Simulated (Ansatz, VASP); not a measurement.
# One calculation of MgO, two programs

```
Mg O
1.0
     5.52307    0.00000    0.00000
     0.00000    5.52307    0.00000
     0.00000    0.00000    5.52307
Mg O
6 6
Cartesian
  1.3808 0.0007 2.7615
  0.0000 2.7608 1.3808
  2.7615 4.1423 0.0000
  4.1423 0.0007 2.7615
  0.0000 2.7608 4.1423
  2.7615 1.3808 0.0000
  1.3808 2.8415 0.0000
  2.7615 -0.0800 1.3808
  0.0000 4.1423 2.7615
  4.1423 2.8415 0.0000
  2.7615 -0.0800 4.1423
  0.0000 1.3808 2.7615
```

Change from the starting cell: mode 14 frozen in at -0.029 Å and mode 24 at +0.058 Å (largest displacements).

Alike in both runs: task single point; functional LDA; k mesh 4 × 4 × 4; occupations gaussian, width 0.05 eV; no spin polarisation.

```csv
,VASP,Ansatz
version,VASP 6.6.1,Ansatz 0.2.0
potentials or method,"VASP PAW LDA potentials, release 64 (Mg, O), cutoff 520 eV","scalar-relativistic, plane waves, PAW"
valence electrons in the cell,48,96
```

Ansatz gave:

- gap on the k mesh at the Fermi level (eV): 2.83
- least direct gap on the mesh (eV): 2.83
- pressure (GPa): 0.2
- traceless stress, the component that is largest in VASP (GPa): -0.10
- rms of the force components (eV/Å): 0.378

Estimate VASP's values.

gap on the k mesh at the Fermi level (eV): 2.82; least direct gap on the mesh (eV): 2.82; pressure (GPa): -0.5; traceless stress, the component that is largest in VASP (GPa): -0.09; rms of the force components (eV/Å): 0.387.

Ansatz warns that its potentials were made for another functional, while VASP's fit it. LDA's correlation is that of Perdew and Zunger in VASP and of Perdew and Wang (1992) in Ansatz. Atom by atom the forces differ by 0.009 eV/Å (rms over components). VASP's potentials hold 48 valence electrons a cell and Ansatz's 96, so a difference there can come from the potentials and not from the codes.
